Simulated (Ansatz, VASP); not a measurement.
**Two plane-wave programs on CoO**

POSCAR

```
CoO
1.0
    3.1544290168      0.0000000000      0.0000000000
   -1.5772145085      2.7318156630      0.0000000000
    0.0000000000      0.0000000000      5.1580428080
Co O
2 2
Direct
    0.3333333333      0.6666666667      0.5033624100
    0.0000000000      0.0000000000      0.0034741400
    0.3333333333      0.6666666667      0.8715556000
    0.0000000000      0.0000000000      0.3716088500
```

Contents of INCAR.step1:

```
PREC = Accurate
ENCUT = 520
ISMEAR = -1
SIGMA = 0.05
LREAL = F
LASPH = T
NELM = 150
ISPIN = 2
MAGMOM = 2 2 0 0
LMAXMIX = 4
NBANDS = 27
GGA = PE
ALGO = Normal
EDIFF = 1E-4
LWAVE = T
LCHARG = F
```

Contents of INCAR.step2:

```
PREC = Accurate
ENCUT = 520
EDIFF = 1E-7
ISMEAR = -1
SIGMA = 0.05
LREAL = F
LASPH = T
NELM = 150
ALGO = Normal
ISIF = 2
LWAVE = F
LCHARG = F
ISPIN = 2
MAGMOM = 2 2 0 0
LORBIT = 11
LMAXMIX = 4
METAGGA = R2SCAN
LMIXTAU = T
NBANDS = 27
ISTART = 1
```

KPOINTS

```
regular mesh
0
Gamma
  10 10 5
```

File input.yaml:

```yaml
crystal:
  lattice:
    - [3.1544290168, 0.0, 0.0]
    - [-1.5772145085, 2.731815663, 0.0]
    - [0.0, 0.0, 5.158042808]
  atoms:
    - { symbol: Co, position: [0.3333333333, 0.6666666667, 0.50336241], spin: 2.0 }
    - { symbol: Co, position: [0.0, 0.0, 0.00347414], spin: 2.0 }
    - { symbol: O, position: [0.3333333333, 0.6666666667, 0.8715556] }
    - { symbol: O, position: [0.0, 0.0, 0.37160885] }
hamiltonian:
  xc: r2scan
  pseudopotentials: { kind: paw }
magnetization:
  spin_polarized: true
kpoints:
  mp_grid: { grid: [10, 10, 5] }
scf:
  occupations: { method: fermi_dirac, width: 0.05 }
output:
  forces: true
  stress: true
  eigenvalues: true
```

Alike in both runs: task single point; functional r2SCAN; k mesh 10 × 10 × 5; occupations fermi-dirac, width 0.05 eV; collinear spin.

```csv
,VASP,Ansatz
version,VASP 6.6.1,Ansatz 0.2.0
potentials or method,"VASP PAW PBE potentials, release 64 (Co, O)",Ansatz PAW
plane-wave cutoff (eV),520,500
valence electrons in the cell,30,46
```

Ansatz gave:

```
gap on the k mesh at the Fermi level (eV)                     : 0.75
least direct gap on the mesh (eV)                             : 0.86
pressure (GPa)                                                : 7.1
traceless stress, the component that is largest in VASP (GPa) : 0.41
net moment per atom (μB)                                      : 0.00
size of the moment on the site where the two differ most (μB) : 2.30
```

Task: What did VASP give for the same quantities?

Result: gap on the k mesh at the Fermi level (eV): 0.48; least direct gap on the mesh (eV): 0.48; pressure (GPa): 9.2; traceless stress, the component that is largest in VASP (GPa): 2.51; net moment per atom (μB): 1.50; size of the moment on the site where the two differ most (μB): 2.62.

The net moments are unlike, so the other rows may belong to different states. VASP's potentials were made for PBE, not for r2SCAN. Site moments also hang on the region over which each program counts them. VASP's potentials hold 30 valence electrons a cell and Ansatz's 46, so a difference there can come from the potentials and not from the codes.

Noted on Ansatz's run: the magnetic or orbital state may not be the lowest; odd divisions of the mesh miss points on the zone boundary, where band edges often lie, so the gap on the mesh can be too wide.
